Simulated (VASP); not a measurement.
Input of a VASP 6.6.1 run:

Contents of INCAR:

```
  PREC = Accurate
  ENCUT = 520
  EDIFF = 1E-6
  ISMEAR = 1
  SIGMA = 0.025
  LREAL = F
  LASPH = T
  NELM = 80
  ALGO = Normal
  ISIF = 2
  LWAVE = F
  LCHARG = F
  GGA = PE
  NBANDS = 11
```

Contents of KPOINTS:

```
Automatic mesh
0
Gamma
  10 10 10
```

The input POSCAR:

```
BeTe
1.0
    0.0000000000      2.8324841857      2.8324841857
    2.8324841857      0.0000000000      2.8324841857
    2.8324841857      2.8324841857      0.0000000000
Be Te
1 1
Direct
    0.0000000000      0.0000000000      0.0000000000
    0.7500000000      0.7500000000      0.7500000000
```

Potentials or basis: VASP PAW PBE potentials, release 64 (Be, Te).

Launch:

```sh
$ cat potpaw_PBE.64/Be/POTCAR potpaw_PBE.64/Te/POTCAR > POTCAR
$ mpirun -np 1 vasp_std > vasp.out
```

Problem. What does it give for the band gap on the k mesh?

Solution. 2.02 eV, indirect (least direct gap 3.62 eV).

Problem. Estimate the pressure.

Solution. 0.1 GPa.

Caveat: spin-orbit coupling is left out, which moves the levels of the heavy elements. A k mesh can miss the band edges.
